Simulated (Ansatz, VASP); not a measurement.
# ScSi4O in VASP and in Ansatz

File INCAR:

```
SYSTEM = ScSi4O
ALGO     = Normal         ! electronic algorithm
EDIFF    = 1E-7           ! SCF threshold, eV
EDIFFG   = -0.01          ! ionic threshold
ENCUT    = 600            ! plane-wave cutoff, eV
GGA      = PE             ! functional
IBRION   = 2              ! ionic algorithm
ISIF     = 3              ! what is computed and relaxed
ISMEAR   = 0              ! smearing method
LASPH    = .True.         ! aspherical terms in the spheres
LCHARG   = .False.        ! write CHGCAR
LREAL    = .False.        ! projectors in reciprocal space
LWAVE    = .False.        ! write WAVECAR
NELM     = 80             ! most SCF steps
NSW      = 100            ! ionic steps
PREC     = Accurate       ! precision mode
SIGMA    = 0.1            ! smearing width, eV
```

File KPOINTS:

```
k-points
0
Gamma
  8 8 8
  0 0 0
```

POSCAR

```
ScSi4O
1.0
    5.0388277485      0.0000000000      0.0000000000
    0.0000000000      5.0388277485      0.0000000000
    0.0000000000      0.0000000000      5.0388277485
Sc Si O
1 4 1
Direct
    0.0000000000      0.0000000000      0.0000000000
    0.2847297920      0.2847297920      0.2847297920
    0.2847297920      0.7152702080      0.7152702080
    0.7152702080      0.7152702080      0.2847297920
    0.7152702080      0.2847297920      0.7152702080
    0.5000000000      0.5000000000      0.5000000000
```

Input for Ansatz:

```yaml
crystal:
  lattice:
    - [5.0388277485, 0.0, 0.0]
    - [0.0, 5.0388277485, 0.0]
    - [0.0, 0.0, 5.0388277485]
  atoms:
    - { symbol: Sc, position: [0.0, 0.0, 0.0] }
    - { symbol: Si, position: [0.284729792, 0.284729792, 0.284729792] }
    - { symbol: Si, position: [0.284729792, 0.715270208, 0.715270208] }
    - { symbol: Si, position: [0.715270208, 0.715270208, 0.284729792] }
    - { symbol: Si, position: [0.715270208, 0.284729792, 0.715270208] }
    - { symbol: O, position: [0.5, 0.5, 0.5] }
basis:
  ecutwfc: 420
kpoints:
  mp_grid: { grid: [8, 8, 8] }
hamiltonian:
  xc: pbe
scf:
  occupations: { method: gaussian, width: 0.1 }
output:
  forces: true
  stress: true
  eigenvalues: true
relax:
  adjacent_minimum: "off"
  f_tol: 0.01
  max_steps: 80
  cell: { stress_tol: 0.05 }
```

Change from the starting cell: species swapped into the H4BrN type (P-43m, No. 215).

Alike in both runs: task relaxation of cell and atoms; functional PBE; k mesh 8 × 8 × 8; occupations gaussian, width 0.1 eV; no spin polarisation.

|  | VASP | Ansatz |
| --- | --- | --- |
| version | VASP 6.6.1 | Ansatz 0.2.0 |
| potentials or method | VASP PAW PBE potentials, release 64 (Sc_sv, Si, O), cutoff 600 eV | scalar-relativistic, plane waves, PAW |
| valence electrons in the cell | 33 | 33 |

|  | VASP | Ansatz | Ansatz less VASP |
| --- | --- | --- | --- |
| gap on the k mesh at the Fermi level, each at its own relaxed structure (eV) | none | none | - |
| relaxed volume (Å³/atom) | 21.33 | 21.32 | -0.005 |
| relaxed length of the cell vector where the two differ most in proportion (Å) | 5.039 | 5.039 | -0.0004 |

A gap of «none» marks a metal or a gap that the smearing closes.
